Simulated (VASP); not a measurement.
# AgCl in VASP: a series of runs

The runs below take AgCl through electric field gradients, with PBE.

Everything below comes from runs of VASP 6.6.1. Logs are shortened: lines on timing, memory, paths and dates and some standing lists are left out, and cuts for length are marked.

## (1) The cell of the first run

Symmetry: I4mm, No. 107, tetragonal system. The conventional cell has a = 3.922 Å, b = 3.922 Å, c = 5.546 Å, α = 90.00°, β = 90.00°, γ = 90.00°. Ag (site symmetry 4mm) has 6 Cl at 2.72 to 2.82 Å within 3.6 Å. Cl (site symmetry 4mm) has 6 Ag at 2.72 to 2.82 Å within 3.6 Å.

## (2) Electric field gradients, PBE (atom 1 (Ag) moved by [0.0, 0.0, 0.05] A)

Contents of INCAR:

```
SYSTEM = AgCl
ALGO = Normal ; EDIFF = 1E-8
ENCUT = 520 ; GGA = PE
ISIF = 2 ; ISMEAR = -1
LASPH = .True. ; LCHARG = .False.
LEFG = .True. ; LREAL = .False.
LWAVE = .False. ; NBANDS = 16
NELM = 80 ; PREC = Accurate
SIGMA = 0.01
```

Contents of KPOINTS:

```
k-points
0
Gamma
  9 9 9
  0 0 0
```

Contents of POSCAR:

```
AgCl
1.0
    0.0000000000      2.7731500000      2.7731500000
    2.7731500000      0.0000000000      2.7731500000
    2.7731500000      2.7731500000      0.0000000000
Ag Cl
1 1
Direct
    0.5090150190      0.5090150190      0.4909849810
    0.0000000000      0.0000000000      0.0000000000
```

Potentials or basis: VASP PAW PBE potentials, release 64 (Ag, Cl).

Started as:

```console
$ cat potpaw_PBE.64/Ag/POTCAR potpaw_PBE.64/Cl/POTCAR > POTCAR
$ mpirun -np 1 vasp_std > vasp.out
```

OUTCAR:

```text
SYSTEM = AgCl
   EDIFF = 1E-8
   ENCUT = 520
   GGA = PE
   ISIF = 2
   ISMEAR = -1
   LASPH = .True.
   LREAL = .False.
   NELM = 80
   PREC = Accurate

 ion  position               nearest neighbor table
   1  0.509  0.509  0.491-   2 2.72   2 2.77   2 2.77   2 2.77   2 2.77   2 2.82
   2  0.000  0.000  0.000-   1 2.72   1 2.77   1 2.77   1 2.77   1 2.77   1 2.82

  LATTYP: Found a face centered cubic cell.
 ALAT       =     5.5463000000

  Lattice vectors:

 A1 = (   0.0000000000,   2.7731500000,   2.7731500000)
 A2 = (   2.7731500000,   0.0000000000,   2.7731500000)
 A3 = (   2.7731500000,   2.7731500000,   0.0000000000)

Analysis of symmetry for initial positions (statically):
=====================================================================
 Subroutine PRICEL returns:
 Original cell was already a primitive cell.

 Routine SETGRP: Setting up the symmetry group for a
 face centered cubic supercell.

 Subroutine GETGRP returns: Found  8 space group operations
 (whereof  8 operations were pure point group operations)
 out of a pool of 48 trial point group operations.

The static configuration has the point symmetry C_4v.

Analysis of symmetry for dynamics (positions and initial velocities):
=====================================================================
 Subroutine PRICEL returns:
 Original cell was already a primitive cell.

 Routine SETGRP: Setting up the symmetry group for a
 face centered cubic supercell.

 Subroutine GETGRP returns: Found  8 space group operations
 (whereof  8 operations were pure point group operations)
 out of a pool of 48 trial point group operations.

The dynamic configuration has the point symmetry C_4v.

 Subroutine INISYM returns: Found  8 space group operations
 (whereof  8 operations are pure point group operations),
 and found     1 'primitive' translations

----------------------------------------------------------------------------------------

                                     Primitive cell

  volume of cell :      42.6530

  direct lattice vectors                    reciprocal lattice vectors
[... 121 lines left out ...]
 maximum number of plane-waves:      1161
 NGX is ok and might be reduce to    30
   NGX = 15   NGY = 15   NGZ = 15

 number of electron      18.0000001 magnetization

 Free energy of the ion-electron system (eV)
  ---------------------------------------------------
  ext. energy  EPLUGINS =         0.00000000
  ---------------------------------------------------
  free energy    TOTEN  =        -5.39301746 eV

  energy without entropy =       -5.39301746  energy(sigma->0) =       -5.39301746

 E-fermi :   4.0500     XC(G=0):  -9.9648

 val. band max:        3.7700274944   @ k =   0.4444   0.0000   0.0000
 cond. band min:       4.7271457472   @ k =   0.0000   0.0000   0.0000
 fundamental gap:      0.9571182528
 Fermi energy:         4.0499522269

 k-point     1 :       0.0000    0.0000    0.0000
  band No.  band energies     occupation
      1     -11.3327      2.00000
      2       1.2632      2.00000
      3       1.3158      2.00000
      4       1.3158      2.00000
      5       1.3784      2.00000
      6       1.4195      2.00000
[... 433 lines left out ...]
      3       0.4034      2.00000
      4       0.4870      2.00000
      5       1.3182      2.00000
      6       1.6593      2.00000
[... 8 lines left out ...]
     15      18.1863      0.00000
     16      19.3303      0.00000

 [... further k-points ...]

------------------------ aborting loop because EDIFF is reached ----------------------------------------

  FORCE on cell =-STRESS in cart. coord.  units (eV):
  Direction    XX          YY          ZZ          XY          YZ          ZX
  --------------------------------------------------------------------------------------
  -------------------------------------------------------------------------------------
  Total        0.3931400      0.3931400      0.4243488      0.0000000      0.0000000      0.0000000
  in kB       14.7675239     14.7675239     15.9398244      0.0000000      0.0000000      0.0000000
  external PRESSURE =      15.1582907 kB  Pullay stress =       0.0000000 kB

 VOLUME and BASIS-vectors are now :
 -----------------------------------------------------------------------------
  energy-cutoff  :      520.00
  volume of cell :       42.65
      direct lattice vectors                 reciprocal lattice vectors
     0.000000000  2.773150000  2.773150000    -0.180300380  0.180300380  0.180300380
     2.773150000  0.000000000  2.773150000     0.180300380 -0.180300380  0.180300380
     2.773150000  2.773150000  0.000000000     0.180300380  0.180300380 -0.180300380

 POSITION                                       TOTAL-FORCE (eV/Angst)
 -----------------------------------------------------------------------------------
      2.77315      2.77315      2.82315         0.000000      0.000000     -0.057126
      0.00000      0.00000      0.00000         0.000000      0.000000      0.057126
 -----------------------------------------------------------------------------------
    total drift:                                0.000000      0.000000     -0.000030

  FREE ENERGIE OF THE ION-ELECTRON SYSTEM (eV)
  ---------------------------------------------------
  free  energy   TOTEN  =        -5.3930174586 eV

  energy  without entropy=       -5.3930174586  energy(sigma->0) =       -5.39301746

 Electric field gradients (V/A^2)
---------------------------------------------------------------------
 ion       V_xx      V_yy      V_zz      V_xy      V_xz      V_yz
---------------------------------------------------------------------
   1       0.483     0.483    -0.966     0.001     0.001     0.001
   2      -0.152    -0.152     0.303    -0.000    -0.000    -0.000
---------------------------------------------------------------------

 Electric field gradients after diagonalization (V/A^2)
 (convention: |V_zz| > |V_xx| > |V_yy|)
----------------------------------------------------------------------
 ion       V_xx      V_yy      V_zz     asymmetry (V_yy - V_xx)/ V_zz
----------------------------------------------------------------------
   1       0.484     0.481    -0.966       0.003
   2      -0.152    -0.151     0.303       0.003
----------------------------------------------------------------------

           NMR quadrupolar parameters

 Cq : quadrupolar parameter    Cq=e*Q*V_zz/h
 eta: asymmetry parameters     (V_yy - V_xx)/ V_zz
 Q  : nuclear electric quadrupole moment in mb (millibarn)
----------------------------------------------------------------------
 ion       Cq(MHz)       eta       Q (mb)
----------------------------------------------------------------------
   1      -0.002       0.003       1.000
   2       0.001       0.003       1.000
----------------------------------------------------------------------
```

Run time: 86 s. Hardware: 1 thread of Intel Xeon 8259CL, shared host; peak memory 0.2 GiB.

What came out:

```
Free energy                             : -5.3930 eV
Pressure                                : 1.5 GPa
Largest force                           : 0.057 eV/Å
Band gap on the k mesh                  : 0.96 eV (least direct gap 3.08 eV)
Largest electric field gradient by atom : Ag -1.0; Cl +0.3 V/Å²
```

Forces on the atoms (eV/Å):
```
Ag   0.000  0.000 -0.057
Cl   0.000  0.000  0.057
```

Electric field gradients, principal values (V/Å²):
| atom | least | middle | greatest (by size) |
| --- | --- | --- | --- |
| 1 Ag | 0.481 | 0.484 | -0.966 |
| 2 Cl | -0.151 | -0.152 | 0.303 |

Caveat: the cell differs from its parent crystal (atom 1 (Ag) moved by [0.0, 0.0, 0.05] A); without QUAD_EFG the Cq values of the log hold for a quadrupole moment of 1 mb, not for the nuclei; an odd mesh through Γ misses points on the zone boundary, where band edges can lie.

## (3) Electric field gradients, PBE (equal xy, yz and zx shear strains of +1 %)

Contents of INCAR:

```
  PREC = Accurate
  ENCUT = 520
  EDIFF = 1E-8
  ISMEAR = -1
  SIGMA = 0.01
  LREAL = F
  LASPH = T
  NELM = 60
  ALGO = Normal
  ISIF = 2
  LWAVE = F
  LCHARG = F
  GGA = PE
  LEFG = T
  NBANDS = 16
```

Contents of KPOINTS:

```
Automatic mesh
0
Gamma
  9 9 9
```

Contents of POSCAR:

```
AgCl
1.0
    0.0277315000      2.7870157500      2.7870157500
    2.7870157500      0.0277315000      2.7870157500
    2.7870157500      2.7870157500      0.0277315000
Ag Cl
1 1
Direct
    0.5000000000      0.5000000000      0.5000000000
    0.0000000000      0.0000000000      0.0000000000
```

Potentials or basis: VASP PAW PBE potentials, release 64 (Ag, Cl).

Started as:

```console
$ cat potpaw_PBE.64/Ag/POTCAR potpaw_PBE.64/Cl/POTCAR > POTCAR
$ mpirun -np 1 vasp_std > vasp.out
```

OUTCAR:

```text
PREC = Accurate
   ENCUT = 520
   EDIFF = 1E-8
   ISMEAR = -1
   LREAL = F
   LASPH = T
   NELM = 60
   ISIF = 2
   GGA = PE

 ion  position               nearest neighbor table
   1  0.500  0.500  0.500-   2 2.77   2 2.77   2 2.77   2 2.77   2 2.77   2 2.77
   2  0.000  0.000  0.000-   1 2.77   1 2.77   1 2.77   1 2.77   1 2.77   1 2.77

  LATTYP: Found a trigonal (rhomboedric) cell.
 ALAT       =     3.9415330289
 COS(alpha) =     0.5099250056

  Lattice vectors:

 A1 = (   0.0277315000,   2.7870157500,   2.7870157500)
 A2 = (   2.7870157500,   0.0277315000,   2.7870157500)
 A3 = (   2.7870157500,   2.7870157500,   0.0277315000)

Analysis of symmetry for initial positions (statically):
=====================================================================
 Subroutine PRICEL returns:
 Original cell was already a primitive cell.

 Routine SETGRP: Setting up the symmetry group for a
 trigonal (rhombohedral) supercell.

[... 645 lines left out ...]
      direct lattice vectors                 reciprocal lattice vectors
     0.027731500  2.787015750  2.787015750    -0.182103474  0.180309351  0.180309351
     2.787015750  0.027731500  2.787015750     0.180309351 -0.182103474  0.180309351
     2.787015750  2.787015750  0.027731500     0.180309351  0.180309351 -0.182103474

 POSITION                                       TOTAL-FORCE (eV/Angst)
 -----------------------------------------------------------------------------------
      2.80088      2.80088      2.80088        -0.000000     -0.000000      0.000000
      0.00000      0.00000      0.00000         0.000000      0.000000     -0.000000
 -----------------------------------------------------------------------------------
    total drift:                                0.000000      0.000000      0.000000

  FREE ENERGIE OF THE ION-ELECTRON SYSTEM (eV)
  ---------------------------------------------------
  free  energy   TOTEN  =        -5.3941835356 eV

  energy  without entropy=       -5.3941835356  energy(sigma->0) =       -5.39418354

 Electric field gradients (V/A^2)
---------------------------------------------------------------------
 ion       V_xx      V_yy      V_zz      V_xy      V_xz      V_yz
---------------------------------------------------------------------
   1      -0.000    -0.000    -0.000    -1.087    -1.087    -1.087
   2      -0.000    -0.000    -0.000     2.209     2.209     2.209
---------------------------------------------------------------------

 Electric field gradients after diagonalization (V/A^2)
 (convention: |V_zz| > |V_xx| > |V_yy|)
----------------------------------------------------------------------
 ion       V_xx      V_yy      V_zz     asymmetry (V_yy - V_xx)/ V_zz
----------------------------------------------------------------------
   1       1.087     1.087    -2.174       0.000
   2      -2.209    -2.209     4.418       0.000
----------------------------------------------------------------------

           NMR quadrupolar parameters

 Cq : quadrupolar parameter    Cq=e*Q*V_zz/h
 eta: asymmetry parameters     (V_yy - V_xx)/ V_zz
 Q  : nuclear electric quadrupole moment in mb (millibarn)
----------------------------------------------------------------------
 ion       Cq(MHz)       eta       Q (mb)
----------------------------------------------------------------------
   1      -0.005       0.000       1.000
   2       0.011       0.000       1.000
----------------------------------------------------------------------
```

Run time: 90 s. Hardware: 1 thread of Intel Xeon 8259CL, shared host; peak memory 0.21 GiB.

Results:

```yaml
Free_energy: -5.3942 eV
Pressure: 1.5 GPa
Band_gap_on_the_k_mesh: 0.94 eV (least direct gap 3.13 eV)
Largest_electric_field_gradient_by_atom: Ag -2.2; Cl +4.4 V/Å²
```

Levels at points of the mesh, in eV from the valence-band top:
```
           k point  band 7  band 8  band 9  band 10  band 11  band 12
(0.00, 0.00, 0.00)   -2.33   -2.27   -2.27     0.94    10.77    10.95
```

Electric field gradients, principal values (V/Å²):
```
atom   least  middle  greatest (by size)
1 Ag   1.087   1.087              -2.174
2 Cl  -2.209  -2.209               4.418
```

Caveat: the cell differs from its parent crystal (equal xy, yz and zx shear strains of +1 %); without QUAD_EFG the Cq values of the log hold for a quadrupole moment of 1 mb, not for the nuclei; an odd mesh through Γ misses points on the zone boundary, where band edges can lie.

## (4) Electric field gradients, PBE (equal xy, yz and zx shear strains of +1 %)

Contents of INCAR:

```
SYSTEM = AgCl
PREC = Accurate
ENCUT = 520
EDIFF = 1E-8
ISMEAR = -1
SIGMA = 0.01
LREAL = .FALSE.
LASPH = .TRUE.
NELM = 80
ALGO = Normal
ISIF = 2
LWAVE = .FALSE.
LCHARG = .FALSE.
GGA = PE
LEFG = .TRUE.
NBANDS = 16
```

Contents of KPOINTS:

```
regular mesh
0
G
  9 9 9
  0 0 0
```

POSCAR is that of step 3.

Potentials or basis: VASP PAW PBE potentials, release 64 (Ag, Cl).

Started as:

```console
$ cat potpaw_PBE.64/Ag/POTCAR potpaw_PBE.64/Cl/POTCAR > POTCAR
$ mpirun -np 1 vasp_std > vasp.out
```

OUTCAR:

```text
SYSTEM = AgCl
   PREC = Accurate
   ENCUT = 520
   EDIFF = 1E-8
   ISMEAR = -1
   LREAL = .FALSE.
   LASPH = .TRUE.
   NELM = 80
   ISIF = 2
   GGA = PE

 ion  position               nearest neighbor table
   1  0.500  0.500  0.500-   2 2.77   2 2.77   2 2.77   2 2.77   2 2.77   2 2.77
   2  0.000  0.000  0.000-   1 2.77   1 2.77   1 2.77   1 2.77   1 2.77   1 2.77

  LATTYP: Found a trigonal (rhomboedric) cell.
 ALAT       =     3.9415330289
 COS(alpha) =     0.5099250056

  Lattice vectors:

 A1 = (   0.0277315000,   2.7870157500,   2.7870157500)
 A2 = (   2.7870157500,   0.0277315000,   2.7870157500)
 A3 = (   2.7870157500,   2.7870157500,   0.0277315000)

Analysis of symmetry for initial positions (statically):
=====================================================================
 Subroutine PRICEL returns:
 Original cell was already a primitive cell.

 Routine SETGRP: Setting up the symmetry group for a
 trigonal (rhombohedral) supercell.

[... 646 lines left out ...]
     0.027731500  2.787015750  2.787015750    -0.182103474  0.180309351  0.180309351
     2.787015750  0.027731500  2.787015750     0.180309351 -0.182103474  0.180309351
     2.787015750  2.787015750  0.027731500     0.180309351  0.180309351 -0.182103474

 POSITION                                       TOTAL-FORCE (eV/Angst)
 -----------------------------------------------------------------------------------
      2.80088      2.80088      2.80088        -0.000000     -0.000000      0.000000
      0.00000      0.00000      0.00000         0.000000      0.000000     -0.000000
 -----------------------------------------------------------------------------------
    total drift:                                0.000000      0.000000      0.000000

  FREE ENERGIE OF THE ION-ELECTRON SYSTEM (eV)
  ---------------------------------------------------
  free  energy   TOTEN  =        -5.3941835356 eV

  energy  without entropy=       -5.3941835356  energy(sigma->0) =       -5.39418354

 Electric field gradients (V/A^2)
---------------------------------------------------------------------
 ion       V_xx      V_yy      V_zz      V_xy      V_xz      V_yz
---------------------------------------------------------------------
   1      -0.000    -0.000    -0.000    -1.087    -1.087    -1.087
   2      -0.000    -0.000    -0.000     2.209     2.209     2.209
---------------------------------------------------------------------

 Electric field gradients after diagonalization (V/A^2)
 (convention: |V_zz| > |V_xx| > |V_yy|)
----------------------------------------------------------------------
 ion       V_xx      V_yy      V_zz     asymmetry (V_yy - V_xx)/ V_zz
----------------------------------------------------------------------
   1       1.087     1.087    -2.174       0.000
   2      -2.209    -2.209     4.418       0.000
----------------------------------------------------------------------

           NMR quadrupolar parameters

 Cq : quadrupolar parameter    Cq=e*Q*V_zz/h
 eta: asymmetry parameters     (V_yy - V_xx)/ V_zz
 Q  : nuclear electric quadrupole moment in mb (millibarn)
----------------------------------------------------------------------
 ion       Cq(MHz)       eta       Q (mb)
----------------------------------------------------------------------
   1      -0.005       0.000       1.000
   2       0.011       0.000       1.000
----------------------------------------------------------------------
```

OSZICAR:

```text
N       E                     dE             d eps       ncg     rms          rms(c)
DAV:   1     0.904163016308E+02    0.90416E+02   -0.85926E+03  2736   0.101E+03
DAV:   2    -0.257554964040E+01   -0.92992E+02   -0.85154E+02  3384   0.215E+02
DAV:   3    -0.556274706952E+01   -0.29872E+01   -0.29796E+01  3424   0.392E+01
DAV:   4    -0.557746669636E+01   -0.14720E-01   -0.14718E-01  3392   0.317E+00
DAV:   5    -0.557763077288E+01   -0.16408E-03   -0.16407E-03  3440   0.332E-01    0.616E+00
DAV:   6    -0.539866622830E+01    0.17896E+00   -0.24542E-01  3440   0.643E+00    0.399E+00
DAV:   7    -0.539473101402E+01    0.39352E-02   -0.96582E-02  3416   0.206E+00    0.197E+00
DAV:   8    -0.539403611279E+01    0.69490E-03   -0.46059E-03  3240   0.697E-01    0.308E-01
DAV:   9    -0.539411445986E+01   -0.78347E-04   -0.48843E-04  3504   0.274E-01    0.390E-02
DAV:  10    -0.539417963160E+01   -0.65172E-04   -0.91629E-05  3424   0.843E-02    0.301E-02
DAV:  11    -0.539418355773E+01   -0.39261E-05   -0.44472E-06  3560   0.148E-02    0.345E-03
DAV:  12    -0.539418365181E+01   -0.94084E-07   -0.46860E-07  3040   0.541E-03    0.145E-03
DAV:  13    -0.539418354159E+01    0.11022E-06   -0.87225E-08  3544   0.296E-03    0.101E-03
DAV:  14    -0.539418353144E+01    0.10149E-07   -0.12292E-08  2368   0.753E-04    0.491E-04
DAV:  15    -0.539418353564E+01   -0.41935E-08   -0.85927E-10  1720   0.221E-04
   1 F= -.53941835E+01 E0= -.53941835E+01  d E =-.105970E-12
```

stdout:

```text
POSCAR found type information on POSCAR AgCl
 POSCAR found :  2 types and       2 ions
 scaLAPACK will be used
 LDA part: xc-table for (Slater+PW92), standard interpolation
 POSCAR, INCAR and KPOINTS ok, starting setup
 FFT: planning ... GRIDC
 FFT: planning ... GRID_SOFT
 FFT: planning ... GRID
 WAVECAR not read
 entering main loop
ion   1

ion   2
```

Run time: 98 s. Hardware: 1 thread of Intel Xeon 8259CL, shared host; peak memory 0.21 GiB.

What came out:

| Quantity | Value |
| --- | --- |
| Free energy | -5.3942 eV |
| Pressure | 1.5 GPa |
| Band gap on the k mesh | 0.94 eV (least direct gap 3.13 eV) |
| Largest electric field gradient by atom | Ag -2.2; Cl +4.4 V/Å² |

Stress tensor (GPa, compression positive):
```
 1.47 -0.05 -0.05
-0.05  1.47 -0.05
-0.05 -0.05  1.47
```

Electric field gradients, principal values (V/Å²):
```tsv
atom	least	middle	greatest (by size)
1 Ag	1.087	1.087	-2.174
2 Cl	-2.209	-2.209	4.418
```

Caveat: the cell differs from its parent crystal (equal xy, yz and zx shear strains of +1 %); without QUAD_EFG the Cq values of the log hold for a quadrupole moment of 1 mb, not for the nuclei; an odd mesh through Γ misses points on the zone boundary, where band edges can lie.

(Continued in part 2 of 2.)
